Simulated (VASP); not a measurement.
# Ag (I4/mmm) in VASP: a series of runs

Ag is run at these levels: r2SCAN; tasks: single point.

Program: VASP 6.6.1. These are calculated values, not measurements. Logs are shortened: lines on timing, memory, paths and dates and some standing lists are left out, and cuts for length are marked.

### 1 The cell of the first run

Symmetry: I4/mmm, No. 139, tetragonal system. The conventional cell has a = 3.477 Å, b = 3.477 Å, c = 3.311 Å, α = 90.00°, β = 90.00°, γ = 90.00°. Within 3.9 Å of Ag (site symmetry 4/mmm) lie 14 Ag at 2.96 to 3.48 Å.

### 2 Single point, r2SCAN (strain +0.050 along x and y, +0.000 along z)

The input, POSCAR:

```
Ag
1.0
   -1.7384367000      1.7384367000      1.6556540000
    1.7384367000     -1.7384367000      1.6556540000
    1.7384367000      1.7384367000     -1.6556540000
Ag
1
Direct
    0.0000000000      0.0000000000      0.0000000000
```

The input, INCAR.step1:

```
SYSTEM = Ag
ALGO = Normal
EDIFF = 1E-4
ENCUT = 520
GGA = PE
ISMEAR = 0
LASPH = .True.
LCHARG = .False.
LREAL = .False.
LWAVE = .True.
NBANDS = 12
NELM = 80
PREC = Accurate
SIGMA = 0.15
```

The input, INCAR.step2:

```
SYSTEM = Ag
ALGO = Normal
EDIFF = 1E-7
ENCUT = 520
ISIF = 2
ISMEAR = 0
ISTART = 1
LASPH = .True.
LCHARG = .False.
LMIXTAU = .True.
LREAL = .False.
LWAVE = .False.
METAGGA = R2SCAN
NBANDS = 12
NELM = 80
PREC = Accurate
SIGMA = 0.15
```

The input, KPOINTS:

```
k-points
0
Gamma
  20 20 20
  0 0 0
```

Potentials or basis: VASP PAW PBE potentials, release 64 (Ag).

Command:

```console
$ cat potpaw_PBE.64/Ag/POTCAR > POTCAR
$ cp INCAR.step1 INCAR
$ mpirun -np 1 vasp_std > vasp.out
$ cp INCAR.step2 INCAR
$ mpirun -np 1 vasp_std > vasp.out
```

OUTCAR:

```text
SYSTEM = Ag
   EDIFF = 1E-7
   ENCUT = 520
   ISIF = 2
   ISMEAR = 0
   ISTART = 1
   LASPH = .True.
   LREAL = .False.
   METAGGA = R2SCAN
   NELM = 80
   PREC = Accurate

 ion  position               nearest neighbor table
   1  0.000  0.000  0.000-

  LATTYP: Found a body centered tetragonal cell.
 ALAT       =     3.4768734000
 C/A-ratio  =     0.9523809524

  Lattice vectors:

 A1 = (  -1.7384367000,   1.7384367000,   1.6556540000)
 A2 = (   1.7384367000,  -1.7384367000,   1.6556540000)
 A3 = (   1.7384367000,   1.7384367000,  -1.6556540000)

Analysis of symmetry for initial positions (statically):
=====================================================================
 Subroutine PRICEL returns:
 Original cell was already a primitive cell.

 Routine SETGRP: Setting up the symmetry group for a
 body centered tetragonal supercell.

 Subroutine GETGRP returns: Found 16 space group operations
 (whereof 16 operations were pure point group operations)
 out of a pool of 16 trial point group operations.

The static configuration has the point symmetry D_4h.

Analysis of symmetry for dynamics (positions and initial velocities):
=====================================================================
 Subroutine PRICEL returns:
 Original cell was already a primitive cell.

 Routine SETGRP: Setting up the symmetry group for a
 body centered tetragonal supercell.

 Subroutine GETGRP returns: Found 16 space group operations
 (whereof 16 operations were pure point group operations)
 out of a pool of 16 trial point group operations.

The dynamic configuration has the point symmetry D_4h.

 Subroutine INISYM returns: Found 16 space group operations
 (whereof 16 operations are pure point group operations),
 and found     1 'primitive' translations

----------------------------------------------------------------------------------------

                                     Primitive cell

  volume of cell :      20.0146

  direct lattice vectors                    reciprocal lattice vectors
    -1.738436700  1.738436700  1.655654000     0.000000000  0.287614729  0.301995465
     1.738436700 -1.738436700  1.655654000     0.287614729  0.000000000  0.301995465
     1.738436700  1.738436700 -1.655654000     0.287614729  0.287614729  0.000000000

  length of vectors
     2.964036857  2.964036857  2.964036857     0.417041357  0.417041357  0.406748650

[... 85 lines left out ...]
   ISYM   =      2    0-nonsym 1-usesym 2-fastsym
   POTIM  = 0.5000    time-step for ionic-motion
   TEBEG  =    0.0;   TEEND  =   0.0 temperature during run
   PSTRESS=    0.0 pullay stress
   NELECT =      11.0000    total number of electrons
   NUPDOWN=      -1.0000    fix difference up-down
   EMIN   =  10.00;   EMAX   =-10.00  energy-range for DOS
   EFERMI =   0.00;   METHOD = LEGACY
   ISMEAR =     0;   SIGMA  =   0.15  broadening in eV -4-tet -1-fermi 0-gaus
   EFERMI_NEDOS =   21; number of points for ismear=-14 and -15
   IALGO  =     38    algorithm
   IMIX   =      4    mixing-type and parameters
     AMIX     =   0.40;   BMIX     =  1.00
     AMIX_MAG =   1.60;   BMIX_MAG =  1.00
  volume/ion in A,a.u.               =      20.01       135.07
  Fermi-wavevector in a.u.,A,eV,Ry     =   1.340983  2.534090 24.466479  1.798235
  Thomas-Fermi vector in A             =   2.469253
   LORBIT       =      0    0 simple, 1 ext, 2 COOP (PROOUT), +10 PAW based schemes
   METAGGA = R2SCAN    functional components
   LHFCALC =     F    Hartree Fock is set to
   AEXX    =    0.0000 exact exchange contribution
   IVDW    =     0    specifies the selected vdW correction
   LEPSILON=     F    determine dielectric tensor
   LRPA    =     F    only Hartree local field effects (RPA)
 non-spin polarized calculation
 Gauss-broadening in eV      SIGMA  =   0.15
  energy-cutoff  :      520.00
  volume of cell :       20.01
 maximum number of plane-waves:       558
 NGX is ok and might be reduce to    24
   NGX = 11   NGY = 11   NGZ = 11

 number of electron      11.0000000 magnetization

 Free energy of the ion-electron system (eV)
  ---------------------------------------------------
  ext. energy  EPLUGINS =         0.00000000
  ---------------------------------------------------
  free energy    TOTEN  =       -21.23942998 eV

  energy without entropy =      -21.23626215  energy(sigma->0) =      -21.23784607

 E-fermi :   6.4550     XC(G=0): -11.8892

 val. band max:        6.4495384386   @ k =   0.5000   0.1000   0.0500
 cond. band min:       6.4826182552   @ k =   0.5000   0.3000  -0.0000
 fundamental gap:      0.0330798166
 Fermi energy:         6.4550324022

 k-point     1 :       0.0000    0.0000    0.0000
  band No.  band energies     occupation
      1      -0.3953      2.00000
      2       1.5818      2.00000
      3       1.7603      2.00000
      4       1.7603      2.00000
      5       2.6179      2.00000
      6       2.8152      2.00000
      7      24.1050      0.00000
      8      24.1050      0.00000
      9      24.9895      0.00000
     10      28.2263      0.00000
     11      28.2263      0.00000
     12      29.2727      0.00000
[... 331 lines left out ...]
 k-point    24 :      -0.3500    0.0500    0.0000
  band No.  band energies     occupation
      1       0.8420      2.00000
      2       1.2145      2.00000
      3       2.6514      2.00000
      4       2.7037      2.00000
      5       2.8436      2.00000
      6       3.7311      2.00000
      7      15.0055      0.00000
      8      20.0329      0.00000
      9      21.0623      0.00000
     10      24.8537      0.00000
     11      26.1044      0.00000
     12      30.1714      0.00000

 [... further k-points ...]

------------------------ aborting loop because EDIFF is reached ----------------------------------------

  FORCE on cell =-STRESS in cart. coord.  units (eV):
  Direction    XX          YY          ZZ          XY          YZ          ZX
  --------------------------------------------------------------------------------------
  -------------------------------------------------------------------------------------
  Total       -1.1469078     -1.1469078     -1.2128287      0.0000000      0.0000000      0.0000000
  in kB      -91.8103704    -91.8103704    -97.0873642      0.0000000      0.0000000      0.0000000
  external PRESSURE =     -93.5693684 kB  Pullay stress =       0.0000000 kB

 VOLUME and BASIS-vectors are now :
 -----------------------------------------------------------------------------
  energy-cutoff  :      520.00
  volume of cell :       20.01
      direct lattice vectors                 reciprocal lattice vectors
    -1.738436700  1.738436700  1.655654000     0.000000000  0.287614729  0.301995465
     1.738436700 -1.738436700  1.655654000     0.287614729  0.000000000  0.301995465
     1.738436700  1.738436700 -1.655654000     0.287614729  0.287614729  0.000000000

 POSITION                                       TOTAL-FORCE (eV/Angst)
 -----------------------------------------------------------------------------------
      0.00000      0.00000      0.00000         0.000000      0.000000      0.000000
 -----------------------------------------------------------------------------------
    total drift:                                0.000000      0.000000     -0.000000

  FREE ENERGIE OF THE ION-ELECTRON SYSTEM (eV)
  ---------------------------------------------------
  free  energy   TOTEN  =       -21.2394299776 eV

  energy  without entropy=      -21.2362621527  energy(sigma->0) =      -21.23784607
```

OSZICAR.step1:

```text
N       E                     dE             d eps       ncg     rms          rms(c)
DAV:   1     0.514893058424E+02    0.51489E+02   -0.53748E+03 15580   0.808E+02
DAV:   2    -0.201950735004E+01   -0.53509E+02   -0.50519E+02 17724   0.187E+02
DAV:   3    -0.283319919400E+01   -0.81369E+00   -0.81319E+00 18056   0.247E+01
DAV:   4    -0.283580063431E+01   -0.26014E-02   -0.26013E-02 17288   0.146E+00
DAV:   5    -0.283582405230E+01   -0.23418E-04   -0.23418E-04 17268   0.127E-01    0.349E+00
DAV:   6    -0.264289026847E+01    0.19293E+00   -0.85713E-01 16660   0.803E+00    0.247E+00
DAV:   7    -0.263959886651E+01    0.32914E-02   -0.37808E-03 16884   0.633E-01    0.145E+00
DAV:   8    -0.263810314874E+01    0.14957E-02   -0.75630E-04 16920   0.235E-01    0.493E-02
DAV:   9    -0.263811681547E+01   -0.13667E-04   -0.95490E-06  8732   0.263E-02
   1 F= -.26381168E+01 E0= -.26363886E+01  d E =-.345647E-02
```

Run time: 4.2 min. Hardware: 1 thread of Intel Xeon Platinum 8488C (Sapphire Rapids), shared host; peak memory 0.26 GiB.

What came out:

| Item | Value |
| --- | --- |
| Free energy | -21.2394 eV |
| Pressure | -9.4 GPa |
| Band gap on the k mesh | zero (an odd number of electrons rules out a gap without spin polarisation) |

Stress tensor (GPa, compression positive):
```
-9.18  0.00  0.00
 0.00 -9.18  0.00
 0.00  0.00 -9.71
```

Caveat: the cell differs from its parent crystal (strain +0.050 along x and y, +0.000 along z); the cell stands under tension; the PAW data sets were made with another functional, which shifts forces and pressure a little.

### 3 Single point, r2SCAN (strain +0.025 along x and y, +0.050 along z)

The input, POSCAR:

```
Ag
1.0
   -1.6970453500      1.6970453500      1.7384367000
    1.6970453500     -1.6970453500      1.7384367000
    1.6970453500      1.6970453500     -1.7384367000
Ag
1
Direct
    0.0000000000      0.0000000000      0.0000000000
```

The input, INCAR.step1:

```
ALGO = Normal
EDIFF = 1E-4
ENCUT = 520
GGA = PE
ISMEAR = 0
LASPH = T
LCHARG = F
LREAL = F
LWAVE = T
NBANDS = 12
NELM = 100
PREC = Accurate
SIGMA = 0.15
```

The input, INCAR.step2:

```
ALGO = Normal
EDIFF = 1E-6
ENCUT = 520
ISIF = 2
ISMEAR = 0
ISTART = 1
LASPH = T
LCHARG = F
LMIXTAU = T
LREAL = F
LWAVE = F
METAGGA = R2SCAN
NBANDS = 12
NELM = 100
PREC = Accurate
SIGMA = 0.15
```

The input, KPOINTS:

```
k-points
0
Gamma
  20 20 20
```

Potentials or basis: VASP PAW PBE potentials, release 64 (Ag).

Command:

```console
$ cat potpaw_PBE.64/Ag/POTCAR > POTCAR
$ cp INCAR.step1 INCAR
$ mpirun -np 1 vasp_std > vasp.out
$ cp INCAR.step2 INCAR
$ mpirun -np 1 vasp_std > vasp.out
```

It took 4.2 min on 1 thread of Intel Xeon Platinum 8488C (Sapphire Rapids), shared host; peak memory 0.27 GiB.

The run converged. Its results:

* Free energy: -21.2377 eV
* Pressure: -9.4 GPa
* Band gap on the k mesh: zero (an odd number of electrons rules out a gap without spin polarisation)

Stress tensor (GPa, compression positive):
```
-9.45  0.00  0.00
 0.00 -9.45  0.00
 0.00  0.00 -9.20
```

Levels at points of the mesh, in eV from the Fermi level:
| k point | band 4 | band 5 | band 6 | band 7 | band 8 | band 9 |
| --- | --- | --- | --- | --- | --- | --- |
| (0.00, 0.00, 0.00) | -4.70 | -3.77 | -3.68 | 17.71 | 18.08 | 18.08 |
| (0.50, 0.00, 0.00) | -3.64 | -2.96 | 0.31 | 3.28 | 13.30 | 13.73 |
| (0.50, 0.50, 0.00) | -3.61 | -2.94 | 0.43 | 3.50 | 12.89 | 13.22 |
| (0.50, 0.50, 0.50) | -3.12 | -3.12 | 6.27 | 6.92 | 6.92 | 10.92 |

Caveat: the cell differs from its parent crystal (strain +0.025 along x and y, +0.050 along z); the cell stands under tension; the PAW data sets were made with another functional, which shifts forces and pressure a little.

### 4 Single point, r2SCAN (strain +0.050 along x and y, +0.025 along z)

The input, POSCAR:

```
Ag
1.0
   -1.7384367000      1.7384367000      1.6970453500
    1.7384367000     -1.7384367000      1.6970453500
    1.7384367000      1.7384367000     -1.6970453500
Ag
1
Direct
    0.0000000000      0.0000000000      0.0000000000
```

The input, INCAR.step1:

```
ALGO = Normal ; EDIFF = 1E-4
ENCUT = 520 ; GGA = PE
ISMEAR = 0 ; LASPH = True
LCHARG = False ; LREAL = False
LWAVE = True ; NBANDS = 12
NELM = 60 ; PREC = Accurate
SIGMA = 0.15
```

The input, INCAR.step2:

```
ALGO = Normal ; EDIFF = 1E-7
ENCUT = 520 ; ISIF = 2
ISMEAR = 0 ; ISTART = 1
LASPH = True ; LCHARG = False
LMIXTAU = True ; LREAL = False
LWAVE = False ; METAGGA = R2SCAN
NBANDS = 12 ; NELM = 60
PREC = Accurate ; SIGMA = 0.15
```

KPOINTS is that of step 3.

Command:

```console
$ cat potpaw_PBE.64/Ag/POTCAR > POTCAR
$ cp INCAR.step1 INCAR
$ mpirun -np 1 vasp_std > vasp.out
$ cp INCAR.step2 INCAR
$ mpirun -np 1 vasp_std > vasp.out
```

It took 4.3 min on 1 thread of Intel Xeon Platinum 8488C (Sapphire Rapids), shared host; peak memory 0.27 GiB.

The run converged. Its results:

```yaml
Free_energy: -21.2079 eV
Pressure: -10.3 GPa
Band_gap_on_the_k_mesh: zero (an odd number of electrons rules out a gap without spin polarisation)
```

Stress tensor (GPa, compression positive):
```
-10.19   0.00   0.00
  0.00 -10.19   0.00
  0.00   0.00 -10.51
```

Levels at points of the mesh, in eV from the Fermi level:
```tsv
k point	band 2	band 3	band 4	band 5	band 6	band 7	band 8	band 9	band 10	band 11
(0.00, 0.00, 0.00)	-4.74	-4.66	-4.66	-3.74	-3.65	17.70	17.70	18.11	21.45	21.45
(0.50, 0.00, 0.00)	-5.29	-3.73	-3.59	-2.95	0.44	3.30	12.91	13.17	18.17	18.96
(0.50, 0.50, 0.00)	-5.19	-3.81	-3.65	-2.97	0.32	3.08	13.32	13.68	18.57	19.50
(0.50, 0.50, 0.50)	-5.70	-3.14	-3.14	-3.11	6.41	6.41	7.07	10.63	12.09	12.56
```

Caveat: the cell differs from its parent crystal (strain +0.050 along x and y, +0.025 along z); the cell stands under tension; the PAW data sets were made with another functional, which shifts forces and pressure a little.

### 5 The runs side by side

| cell | gap on the mesh (eV) | pressure (GPa) |
| --- | --- | --- |
| a = 2.964 Å, angles 108.2, 108.2, 112.1°, 1 atom | none | -9.4 |
| a = 2.963 Å, angles 110.1, 110.1, 108.2°, 1 atom | none | -9.4 |
| a = 2.987 Å, angles 108.8, 108.8, 110.8°, 1 atom | none | -10.3 |

Alike in all rows: task single point; level r2SCAN; potentials or basis VASP PAW PBE potentials, release 64 (Ag); no spin polarisation; k mesh 20 × 20 × 20; cutoff (eV) 520; smearing gaussian 0.15 eV.

Caveats: the cell stands under tension; the PAW data sets were made with another functional, which shifts forces and pressure a little.

Total energies depend on the potentials used, so only differences within one code and one set of settings carry meaning.
